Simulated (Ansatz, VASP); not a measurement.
## Two plane-wave programs on SiO2

Contents of POSCAR:

```
SiO2
1.0
    4.9078874806      0.0000000000      0.0000000000
   -2.4539437403      4.2503552371      0.0000000000
    0.0000000000      0.0000000000      5.5410855823
Si O
3 6
Direct
    0.0000000000      0.5000000000      0.3333333333
    0.5000000000      0.5000000000      0.6666666667
    0.5000000000      0.0000000000      0.0000000000
    0.5834989535      0.7917494768      0.8333333333
    0.7917494768      0.5834989535      0.5000000000
    0.7917494768      0.2082505232      0.1666666667
    0.4165010465      0.2082505232      0.8333333333
    0.2082505232      0.4165010465      0.5000000000
    0.2082505232      0.7917494768      0.1666666667
```

The input INCAR.step1:

```
SYSTEM = SiO2
ALGO = Normal ; EDIFF = 1E-4
ENCUT = 520 ; GGA = PE
ISMEAR = 0 ; LASPH = .True.
LCHARG = .False. ; LREAL = .False.
LWAVE = .True. ; NBANDS = 34
NELM = 60 ; PREC = Accurate
SIGMA = 0.05
```

File INCAR.step2:

```
SYSTEM = SiO2
ALGO = Normal ; EDIFF = 1E-7
ENCUT = 520 ; ISIF = 2
ISMEAR = 0 ; ISTART = 1
LASPH = .True. ; LCHARG = .True.
LELF = .True. ; LMIXTAU = .True.
LREAL = .False. ; LVHAR = .True.
LWAVE = .False. ; METAGGA = R2SCAN
NBANDS = 34 ; NELM = 60
PREC = Accurate ; SIGMA = 0.05
```

The input KPOINTS:

```
k-points
0
Gamma
  6 6 4
  0 0 0
```

Input for Ansatz:

```yaml
crystal:
  lattice:
    - [4.9078874806, 0.0, 0.0]
    - [-2.4539437403, 4.2503552371, 0.0]
    - [0.0, 0.0, 5.5410855823]
  atoms:
    - { symbol: Si, position: [0.0, 0.5, 0.3333333333] }
    - { symbol: Si, position: [0.5, 0.5, 0.6666666667] }
    - { symbol: Si, position: [0.5, 0.0, 0.0] }
    - { symbol: O, position: [0.5834989535, 0.7917494768, 0.8333333333] }
    - { symbol: O, position: [0.7917494768, 0.5834989535, 0.5] }
    - { symbol: O, position: [0.7917494768, 0.2082505232, 0.1666666667] }
    - { symbol: O, position: [0.4165010465, 0.2082505232, 0.8333333333] }
    - { symbol: O, position: [0.2082505232, 0.4165010465, 0.5] }
    - { symbol: O, position: [0.2082505232, 0.7917494768, 0.1666666667] }
basis:
  ecutwfc: 500
kpoints:
  mp_grid: { grid: [6, 6, 4] }
hamiltonian:
  xc: r2scan
scf:
  occupations: { method: gaussian, width: 0.05 }
output:
  forces: true
  stress: true
  eigenvalues: true
```

Change from the starting cell: strain -0.030 along x and y, +0.000 along z, atoms carried along.

Alike in both runs: task single point; functional r2SCAN; k mesh 6 × 6 × 4; occupations gaussian, width 0.05 eV; no spin polarisation.

|  | VASP | Ansatz |
| --- | --- | --- |
| version | VASP 6.6.1 | Ansatz 0.2.0 |
| potentials or method | VASP PAW PBE potentials, release 64 (Si, O), cutoff 520 eV | scalar-relativistic, plane waves, PAW |
| valence electrons in the cell | 48 | 48 |

Ansatz gave:

| Quantity | Value |
| --- | --- |
| gap on the k mesh at the Fermi level (eV) | 6.53 |
| least direct gap on the mesh (eV) | 6.68 |
| pressure (GPa) | 12.9 |
| traceless stress, the component that is largest in VASP (GPa) | -1.26 |
| rms of the force components (eV/Å) | 0.269 |

Problem. Estimate VASP's values.

Solution. gap on the k mesh at the Fermi level (eV): 6.53; least direct gap on the mesh (eV): 6.68; pressure (GPa): 13.1; traceless stress, the component that is largest in VASP (GPa): -1.21; rms of the force components (eV/Å): 0.263.

VASP's potentials were made for PBE, not for r2SCAN. Atom by atom the forces differ by 0.006 eV/Å (rms over components).
